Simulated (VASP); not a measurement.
**MoS2: single point with PBE**

Crystal: MoS2.

```
Mo S
1.0
     3.18558    0.00000    0.00000
    -1.59279    2.75880    0.00000
     0.00000    0.00000   14.51045
Mo S
2 4
Direct
  0.35217 0.68550 0.25000
  0.66667 0.33333 0.75000
  0.33333 0.66667 0.64232
  0.66667 0.33333 0.14232
  0.33333 0.66667 0.85768
  0.66667 0.33333 0.35768
```

This cell differs from its parent crystal: atom 1 (Mo) moved -0.060 Å towards its neighbour atom 1 (Mo) at 3.186 Å.

| Quantity | Value |
| --- | --- |
| Program | VASP 6.6.1 |
| Task | single point |
| Functional | PBE |
| Potentials or basis | VASP PAW PBE potentials, release 64 (Mo_sv, S) |
| Cutoff | 520 eV |
| k mesh | 12 × 12 × 2 |
| Occupations | gaussian, width 0.05 eV |
| Spin | no spin polarisation |

* Pressure: 0.0 GPa
* Largest force: 1.173 eV/Å
* Band gap on the k mesh: 1.42 eV (least direct gap 1.66 eV)

Forces on the atoms (eV/Å):
```
Mo  -0.575 -1.023  0.000
Mo   0.000  0.000  0.000
S    0.000  0.000  0.015
S    0.287  0.511 -0.025
S    0.000  0.000 -0.015
S    0.287  0.511  0.025
```

Stress tensor (GPa, compression positive):
```
-0.44 -0.23  0.00
-0.23  0.33  0.00
 0.00  0.00  0.02
```

Levels at points of the mesh, in eV from the valence-band top:
```csv
k point,band 24,band 25,band 26,band 27,band 28,band 29
"(0.00, 0.00, 0.00)",-1.45,-0.45,0.00,2.21,2.52,2.52
"(0.50, 0.00, 0.00)",-1.21,-0.87,-0.74,2.00,2.04,2.48
"(0.00, 0.50, 0.00)",-1.21,-0.91,-0.87,1.95,2.00,2.47
"(0.50, 0.50, 0.00)",-1.22,-0.87,-0.75,1.99,2.00,2.48
"(0.00, 0.00, 0.50)",-1.46,-0.18,-0.18,2.21,2.52,2.52
"(0.50, 0.00, 0.50)",-1.22,-0.87,-0.74,2.00,2.04,2.51
"(0.00, 0.50, 0.50)",-1.22,-0.91,-0.87,1.95,2.00,2.51
"(0.50, 0.50, 0.50)",-1.22,-0.87,-0.75,2.00,2.00,2.51
```

Wall time 8.2 min on 1 thread of Intel(R) Xeon(R) Platinum 8259CL CPU @ 2.50GHz (Skylake/Cascade Lake) (shared host), peak memory 0.6 GiB.

Caveat: the cell differs from its parent crystal (atom 1 (Mo) moved -0.060 Å towards its neighbour atom 1 (Mo) at 3.186 Å); this functional lacks dispersion, which binds the layers, so the pressure and a relaxed spacing across them are unreliable; forces of over 1 eV/Å act on the atoms, so gaps and moduli don't describe the material at rest. A k mesh can miss the band edges.
